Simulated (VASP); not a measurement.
# ZnSe (F-43m) in VASP: notebook

Runs on ZnSe. Level: PBE. Tasks: single point.

Everything below comes from runs of VASP 6.6.1. Logs are shortened: lines on timing, memory, paths and dates and some standing lists are left out, and cuts for length are marked.

### Step 1. The cell of the first run

Symmetry: F-43m, No. 216, cubic system. The conventional cell has a = 5.917 Å, b = 5.917 Å, c = 5.917 Å, α = 90.00°, β = 90.00°, γ = 90.00°. Zn (site symmetry -43m) has 4 Se at 2.56 Å within 3.4 Å. Se (site symmetry -43m) has 4 Zn at 2.56 Å within 3.4 Å.

### Step 2. Single point, PBE

INCAR reads:

```
PREC = Accurate
ENCUT = 520
EDIFF = 1E-6
ISMEAR = 0
SIGMA = 0.02
LREAL = F
LASPH = T
NELM = 100
ALGO = Normal
ISIF = 2
LWAVE = F
LCHARG = F
GGA = PE
NBANDS = 16
```

KPOINTS reads:

```
regular mesh
0
Gamma
  8 8 8
```

POSCAR reads:

```
ZnSe
1.0
    0.0000000000      2.9584323759      2.9584323759
    2.9584323759      0.0000000000      2.9584323759
    2.9584323759      2.9584323759      0.0000000000
Zn Se
1 1
Direct
    0.0000000000      0.0000000000      0.0000000000
    0.2500000000      0.2500000000      0.2500000000
```

Potentials or basis: VASP PAW PBE potentials, release 64 (Zn, Se).

Command:

```
$ cat potpaw_PBE.64/Zn/POTCAR potpaw_PBE.64/Se/POTCAR > POTCAR
$ mpirun -np 1 vasp_std > vasp.out
```

OUTCAR:

```text
PREC = Accurate
   ENCUT = 520
   EDIFF = 1E-6
   ISMEAR = 0
   LREAL = F
   LASPH = T
   NELM = 100
   ISIF = 2
   GGA = PE

 ion  position               nearest neighbor table
   1  0.000  0.000  0.000-   2 2.56   2 2.56   2 2.56   2 2.56
   2  0.250  0.250  0.250-   1 2.56   1 2.56   1 2.56   1 2.56

  LATTYP: Found a face centered cubic cell.
 ALAT       =     5.9168647518

  Lattice vectors:

 A1 = (   0.0000000000,   2.9584323759,   2.9584323759)
 A2 = (   2.9584323759,   0.0000000000,   2.9584323759)
 A3 = (   2.9584323759,   2.9584323759,   0.0000000000)

Analysis of symmetry for initial positions (statically):
=====================================================================
 Subroutine PRICEL returns:
 Original cell was already a primitive cell.

 Routine SETGRP: Setting up the symmetry group for a
 face centered cubic supercell.

 Subroutine GETGRP returns: Found 24 space group operations
 (whereof 24 operations were pure point group operations)
 out of a pool of 48 trial point group operations.

The static configuration has the point symmetry T_d .

Analysis of symmetry for dynamics (positions and initial velocities):
=====================================================================
 Subroutine PRICEL returns:
 Original cell was already a primitive cell.

 Routine SETGRP: Setting up the symmetry group for a
 face centered cubic supercell.

 Subroutine GETGRP returns: Found 24 space group operations
 (whereof 24 operations were pure point group operations)
 out of a pool of 48 trial point group operations.

The dynamic configuration has the point symmetry T_d .

 Subroutine INISYM returns: Found 24 space group operations
 (whereof 24 operations are pure point group operations),
 and found     1 'primitive' translations

----------------------------------------------------------------------------------------

                                     Primitive cell

  volume of cell :      51.7863

  direct lattice vectors                    reciprocal lattice vectors
     0.000000000  2.958432376  2.958432376    -0.169008426  0.169008426  0.169008426
     2.958432376  0.000000000  2.958432376     0.169008426 -0.169008426  0.169008426
     2.958432376  2.958432376  0.000000000     0.169008426  0.169008426 -0.169008426

  length of vectors
     4.183855189  4.183855189  4.183855189     0.292731181  0.292731181  0.292731181

  position of ions in fractional coordinates (direct lattice)
     0.000000000  0.000000000  0.000000000
     0.250000000  0.250000000  0.250000000

[... 76 lines left out ...]
   EDIFF  = 0.1E-05   stopping-criterion for ELM
   LREAL  =      F    real-space projection
   EDIFFG = 0.1E-04   stopping-criterion for IOM
   NSW    =      0    number of steps for IOM
   IBRION =     -1    ionic relax: 0-MD 1-quasi-New 2-CG
   NFREE  =      0    steps in history (QN), initial steepest desc. (CG)
   ISIF   =      2    stress and relaxation
   ISYM   =      2    0-nonsym 1-usesym 2-fastsym
   POTIM  = 0.5000    time-step for ionic-motion
   TEBEG  =    0.0;   TEEND  =   0.0 temperature during run
   PSTRESS=    0.0 pullay stress
   NELECT =      18.0000    total number of electrons
   NUPDOWN=      -1.0000    fix difference up-down
   EMIN   =  10.00;   EMAX   =-10.00  energy-range for DOS
   EFERMI =   0.00;   METHOD = LEGACY
   ISMEAR =     0;   SIGMA  =   0.02  broadening in eV -4-tet -1-fermi 0-gaus
   EFERMI_NEDOS =   21; number of points for ismear=-14 and -15
   IALGO  =     38    algorithm
   IMIX   =      4    mixing-type and parameters
     AMIX     =   0.40;   BMIX     =  1.00
     AMIX_MAG =   1.60;   BMIX_MAG =  1.00
  volume/ion in A,a.u.               =      25.89       174.74
  Fermi-wavevector in a.u.,A,eV,Ry     =   1.151050  2.175168 18.026564  1.324915
  Thomas-Fermi vector in A             =   2.287710
   LORBIT       =      0    0 simple, 1 ext, 2 COOP (PROOUT), +10 PAW based schemes
   GGA     = PE    functional components
   LHFCALC =     F    Hartree Fock is set to
   AEXX    =    0.0000 exact exchange contribution
   IVDW    =     0    specifies the selected vdW correction
   LEPSILON=     F    determine dielectric tensor
   LRPA    =     F    only Hartree local field effects (RPA)
 non-spin polarized calculation
 Gauss-broadening in eV      SIGMA  =   0.02
  energy-cutoff  :      520.00
  volume of cell :       51.79
 maximum number of plane-waves:      1411
   NGX = 15   NGY = 15   NGZ = 15

 number of electron      17.9999986 magnetization

 Free energy of the ion-electron system (eV)
  ---------------------------------------------------
  ext. energy  EPLUGINS =         0.00000000
  ---------------------------------------------------
  free energy    TOTEN  =        -5.96821155 eV

  energy without entropy =       -5.96821155  energy(sigma->0) =       -5.96821155

 E-fermi :   0.7563     XC(G=0):  -8.7448

 val. band max:        0.5903110265   @ k =   0.0000   0.0000   0.0000
 cond. band min:       1.3873524855   @ k =   0.0000   0.0000   0.0000
 fundamental gap:      0.7970414590
 Fermi energy:         0.7563186977

 k-point     1 :       0.0000    0.0000    0.0000
  band No.  band energies     occupation
      1     -11.9263      2.00000
      2      -5.5691      2.00000
      3      -5.5691      2.00000
      4      -5.5691      2.00000
      5      -5.3053      2.00000
      6      -5.3053      2.00000
[... 433 lines left out ...]
      3      -5.4655      2.00000
      4      -5.3224      2.00000
      5      -5.2988      2.00000
      6      -5.1510      2.00000
[... 8 lines left out ...]
     15      12.8340      0.00000
     16      13.5838      0.00000

 [... further k-points ...]

------------------------ aborting loop because EDIFF is reached ----------------------------------------

  FORCE on cell =-STRESS in cart. coord.  units (eV):
  Direction    XX          YY          ZZ          XY          YZ          ZX
  --------------------------------------------------------------------------------------
  -------------------------------------------------------------------------------------
  Total       -1.3535297     -1.3535297     -1.3535297     -0.0000000     -0.0000000      0.0000000
  in kB      -41.8758320    -41.8758320    -41.8758320     -0.0000000     -0.0000000      0.0000000
  external PRESSURE =     -41.8758320 kB  Pullay stress =       0.0000000 kB

 VOLUME and BASIS-vectors are now :
 -----------------------------------------------------------------------------
  energy-cutoff  :      520.00
  volume of cell :       51.79
      direct lattice vectors                 reciprocal lattice vectors
     0.000000000  2.958432376  2.958432376    -0.169008426  0.169008426  0.169008426
     2.958432376  0.000000000  2.958432376     0.169008426 -0.169008426  0.169008426
     2.958432376  2.958432376  0.000000000     0.169008426  0.169008426 -0.169008426

 POSITION                                       TOTAL-FORCE (eV/Angst)
 -----------------------------------------------------------------------------------
      0.00000      0.00000      0.00000         0.000000     -0.000000      0.000000
      1.47922      1.47922      1.47922        -0.000000      0.000000     -0.000000
 -----------------------------------------------------------------------------------
    total drift:                               -0.000001     -0.000001     -0.000001

  FREE ENERGIE OF THE ION-ELECTRON SYSTEM (eV)
  ---------------------------------------------------
  free  energy   TOTEN  =        -5.9682115518 eV

  energy  without entropy=       -5.9682115518  energy(sigma->0) =       -5.96821155
```

stdout:

```text
POSCAR found type information on POSCAR ZnSe
 POSCAR found :  2 types and       2 ions
 scaLAPACK will be used
 LDA part: xc-table for (Slater+PW92), standard interpolation
 POSCAR, INCAR and KPOINTS ok, starting setup
 FFT: planning ... GRIDC
 FFT: planning ... GRID_SOFT
 FFT: planning ... GRID
 WAVECAR not read
 entering main loop
```

Wall time 36 s (1 thread of AMD EPYC 7R13, shared host); peak memory 0.15 GiB.

What came out:

```yaml
Free_energy: -5.9682 eV
Pressure: -4.2 GPa
Band_gap_on_the_k_mesh: 0.80 eV, direct
```

### Step 3. Single point, PBE

INCAR reads:

```
ALGO = Normal
EDIFF = 1E-7
ENCUT = 520
GGA = PE
ISIF = 2
ISMEAR = 1
ISYM = 0
LASPH = True
LCHARG = False
LREAL = False
LWAVE = False
NBANDS = 16
NELM = 100
PREC = Accurate
SIGMA = 0.02
```

KPOINTS reads:

```
Automatic mesh
0
Gamma
  8 8 8
  0.5 0.5 0.5
```

POSCAR is that of step 2.

Potentials or basis: VASP PAW PBE potentials, release 64 (Zn, Se).

Command:

```
$ cat potpaw_PBE.64/Zn/POTCAR potpaw_PBE.64/Se/POTCAR > POTCAR
$ mpirun -np 1 vasp_std > vasp.out
```

OUTCAR:

```text
EDIFF = 1E-7
   ENCUT = 520
   GGA = PE
   ISIF = 2
   ISMEAR = 1
   ISYM = 0
   LASPH = True
   LREAL = False
   NELM = 100
   PREC = Accurate

 ion  position               nearest neighbor table
   1  0.000  0.000  0.000-   2 2.56   2 2.56   2 2.56   2 2.56
   2  0.250  0.250  0.250-   1 2.56   1 2.56   1 2.56   1 2.56

IMPORTANT INFORMATION: All symmetrisations will be switched off!
NOSYMM: (Re-)initialisation of all symmetry stuff for point group C_1.

----------------------------------------------------------------------------------------

                                     Primitive cell

  volume of cell :      51.7863

  direct lattice vectors                    reciprocal lattice vectors
     0.000000000  2.958432376  2.958432376    -0.169008426  0.169008426  0.169008426
     2.958432376  0.000000000  2.958432376     0.169008426 -0.169008426  0.169008426
     2.958432376  2.958432376  0.000000000     0.169008426  0.169008426 -0.169008426

  length of vectors
     4.183855189  4.183855189  4.183855189     0.292731181  0.292731181  0.292731181

  position of ions in fractional coordinates (direct lattice)
     0.000000000  0.000000000  0.000000000
     0.250000000  0.250000000  0.250000000

  ion indices of the primitive-cell ions
   primitive index   ion index
                 1           1
                 2           2

----------------------------------------------------------------------------------------

 KPOINTS: Automatic mesh

Automatic generation of k-mesh.
 Grid dimensions read from file:
 generate k-points for:    8    8    8

 Generating k-lattice:

  Cartesian coordinates                     Fractional coordinates (reciprocal lattice)
    -0.021126053  0.021126053  0.021126053     0.125000000  0.000000000  0.000000000
     0.021126053 -0.021126053  0.021126053     0.000000000  0.125000000  0.000000000
     0.021126053  0.021126053 -0.021126053     0.000000000  0.000000000  0.125000000

  Length of vectors
     0.036591398  0.036591398  0.036591398

  Shift w.r.t. Gamma in fractional coordinates (k-lattice)
     0.500000000  0.500000000  0.500000000

 Subroutine IBZKPT returns following result:
 ===========================================

 Found   1024 irreducible k-points:

 Following reciprocal coordinates:
            Coordinates               Weight
  0.062500  0.062500  0.062500      2.000000
  0.062500  0.000000  0.000000      2.000000
  0.000000  0.000000 -0.062500      2.000000
  0.000000  0.062500  0.000000      2.000000
  0.187500  0.062500  0.062500      2.000000
  0.062500  0.187500  0.062500      2.000000
[... 16 lines left out ...]
  0.000000  0.250000 -0.062500      2.000000
  0.250000  0.000000 -0.062500      2.000000
 [... further k-points ...]
   k-points           NKPTS =   1024   k-points in BZ     NKDIM =   1024   number of bands    NBANDS=     16
   number of dos      NEDOS =    301   number of ions     NIONS =      2
   total plane-waves  NPLWV =  32768
   dimension x,y,z NGX =    32 NGY =   32 NGZ =   32
   dimension x,y,z NGXF=    64 NGYF=   64 NGZF=   64
   ions per type =               1   1
   NGX,Y,Z   is equivalent  to a cutoff of  12.72, 12.72, 12.72 a.u.
   NGXF,Y,Z  is equivalent  to a cutoff of  25.43, 25.43, 25.43 a.u.
 SYSTEM =  unknown system
   PREC   = accura    normal or accurate (medium, high low for compatibility)
   ISTART =      0    job   : 0-new  1-cont  2-samecut
   ICHARG =      2    charge: 1-file 2-atom 10-const
   ISPIN  =      1    spin polarized calculation?
   LNONCOLLINEAR =      F non collinear calculations
   LSORBIT =      F    spin-orbit coupling
   LASPH  =      T    aspherical Exc in radial PAW
   ENCUT  =  520.0 eV  38.22 Ry    6.18 a.u.   7.78  7.78  7.78*2*pi/ulx,y,z
   NELM   =    100;   NELMIN=  2; NELMDL= -5     # of ELM steps
   EDIFF  = 0.1E-06   stopping-criterion for ELM
   LREAL  =      F    real-space projection
   EDIFFG = 0.1E-05   stopping-criterion for IOM
   NSW    =      0    number of steps for IOM
   IBRION =     -1    ionic relax: 0-MD 1-quasi-New 2-CG
   NFREE  =      0    steps in history (QN), initial steepest desc. (CG)
   ISIF   =      2    stress and relaxation
   ISYM   =      0    0-nonsym 1-usesym 2-fastsym
   POTIM  = 0.5000    time-step for ionic-motion
   TEBEG  =    0.0;   TEEND  =   0.0 temperature during run
   PSTRESS=    0.0 pullay stress
   NELECT =      18.0000    total number of electrons
   NUPDOWN=      -1.0000    fix difference up-down
   EMIN   =  10.00;   EMAX   =-10.00  energy-range for DOS
   EFERMI =   0.00;   METHOD = LEGACY
   ISMEAR =     1;   SIGMA  =   0.02  broadening in eV -4-tet -1-fermi 0-gaus
   EFERMI_NEDOS =   21; number of points for ismear=-14 and -15
   IALGO  =     38    algorithm
   IMIX   =      4    mixing-type and parameters
     AMIX     =   0.40;   BMIX     =  1.00
     AMIX_MAG =   1.60;   BMIX_MAG =  1.00
  volume/ion in A,a.u.               =      25.89       174.74
  Fermi-wavevector in a.u.,A,eV,Ry     =   1.151050  2.175168 18.026564  1.324915
  Thomas-Fermi vector in A             =   2.287710
   LORBIT       =      0    0 simple, 1 ext, 2 COOP (PROOUT), +10 PAW based schemes
   GGA     = PE    functional components
   LHFCALC =     F    Hartree Fock is set to
   AEXX    =    0.0000 exact exchange contribution
   IVDW    =     0    specifies the selected vdW correction
   LEPSILON=     F    determine dielectric tensor
   LRPA    =     F    only Hartree local field effects (RPA)
 non-spin polarized calculation
 Methfessel and Paxton  Order N= 1 SIGMA  =   0.02
  energy-cutoff  :      520.00
  volume of cell :       51.79
 maximum number of plane-waves:      1407
   NGX = 15   NGY = 15   NGZ = 15

 number of electron      17.9999986 magnetization

 Free energy of the ion-electron system (eV)
  ---------------------------------------------------
  ext. energy  EPLUGINS =         0.00000000
  ---------------------------------------------------
  free energy    TOTEN  =        -5.96905112 eV

  energy without entropy =       -5.96906018  energy(sigma->0) =       -5.96905414

 E-fermi :   0.5745     XC(G=0):  -8.7452

 val. band max:        0.5576437057   @ k =   0.0000   0.0000  -0.0625
 cond. band min:       1.8265034813   @ k =   0.0000   0.0000  -0.0625
 fundamental gap:      1.2688597756
 Fermi energy:         0.5744811057

 k-point     1 :       0.0625    0.0625    0.0625
  band No.  band energies     occupation
      1     -11.9076      2.00000
      2      -5.5661      2.00000
      3      -5.5658      2.00000
      4      -5.5658      2.00000
      5      -5.3052      2.00000
      6      -5.3052      2.00000
[... 8 lines left out ...]
     15      11.5051      0.00000
     16      11.5051      0.00000

 k-point     2 :       0.0625    0.0000    0.0000
  band No.  band energies     occupation
      1     -11.9076      2.00000
      2      -5.5661      2.00000
      3      -5.5658      2.00000
      4      -5.5658      2.00000
      5      -5.3052      2.00000
      6      -5.3052      2.00000
[... 8 lines left out ...]
     15      11.5051      0.00000
     16      11.5051      0.00000

 k-point     3 :       0.0000    0.0000   -0.0625
  band No.  band energies     occupation
      1     -11.9076      2.00000
      2      -5.5661      2.00000
      3      -5.5658      2.00000
      4      -5.5658      2.00000
      5      -5.3052      2.00000
      6      -5.3052      2.00000
[... 8 lines left out ...]
     15      11.5051      0.00000
     16      11.5051      0.00000
[... 362 lines left out ...]
 k-point    23 :       0.0000    0.2500   -0.0625
  band No.  band energies     occupation
      1     -11.6004      2.00000
      2      -5.5274      2.00000
      3      -5.5222      2.00000
      4      -5.4736      2.00000
      5      -5.3089      2.00000
      6      -5.2980      2.00000
[... 8 lines left out ...]
     15      10.9994      0.00000
     16      11.6964      0.00000

 k-point    24 :       0.2500    0.0000   -0.0625
  band No.  band energies     occupation
      1     -11.6004      2.00000
      2      -5.5274      2.00000
      3      -5.5222      2.00000
      4      -5.4736      2.00000
      5      -5.3089      2.00000
      6      -5.2980      2.00000
[... 8 lines left out ...]
     15      10.9994      0.00000
     16      11.6964      0.00000

 [... further k-points ...]

------------------------ aborting loop because EDIFF is reached ----------------------------------------

  FORCE on cell =-STRESS in cart. coord.  units (eV):
  Direction    XX          YY          ZZ          XY          YZ          ZX
  --------------------------------------------------------------------------------------
  -------------------------------------------------------------------------------------
  Total       -1.3560034     -1.3560035     -1.3560035      0.0000258      0.0000258      0.0000259
  in kB      -41.9523642    -41.9523654    -41.9523652      0.0007994      0.0007986      0.0008009
  external PRESSURE =     -41.9523649 kB  Pullay stress =       0.0000000 kB

 VOLUME and BASIS-vectors are now :
 -----------------------------------------------------------------------------
  energy-cutoff  :      520.00
  volume of cell :       51.79
      direct lattice vectors                 reciprocal lattice vectors
     0.000000000  2.958432376  2.958432376    -0.169008426  0.169008426  0.169008426
     2.958432376  0.000000000  2.958432376     0.169008426 -0.169008426  0.169008426
     2.958432376  2.958432376  0.000000000     0.169008426  0.169008426 -0.169008426

 POSITION                                       TOTAL-FORCE (eV/Angst)
 -----------------------------------------------------------------------------------
      0.00000      0.00000      0.00000        -0.000025     -0.000025     -0.000025
      1.47922      1.47922      1.47922         0.000025      0.000025      0.000025
 -----------------------------------------------------------------------------------
    total drift:                               -0.000018     -0.000018     -0.000017

  FREE ENERGIE OF THE ION-ELECTRON SYSTEM (eV)
  ---------------------------------------------------
  free  energy   TOTEN  =        -5.9690511169 eV

  energy  without entropy=       -5.9690601761  energy(sigma->0) =       -5.96905414
```

stdout:

```text
POSCAR found type information on POSCAR ZnSe
 POSCAR found :  2 types and       2 ions
 scaLAPACK will be used
 LDA part: xc-table for (Slater+PW92), standard interpolation
 POSCAR, INCAR and KPOINTS ok, starting setup
 FFT: planning ... GRIDC
 FFT: planning ... GRID_SOFT
 FFT: planning ... GRID
 WAVECAR not read
 entering main loop
```

Run time: 19 min. Hardware: 1 thread of AMD EPYC 7R13, shared host; peak memory 0.88 GiB.

Results:

```yaml
Free_energy: -5.9691 eV
Pressure: -4.2 GPa
Band_gap_on_the_k_mesh: 1.27 eV, direct
```

(Part 1 of 2 ends here.)
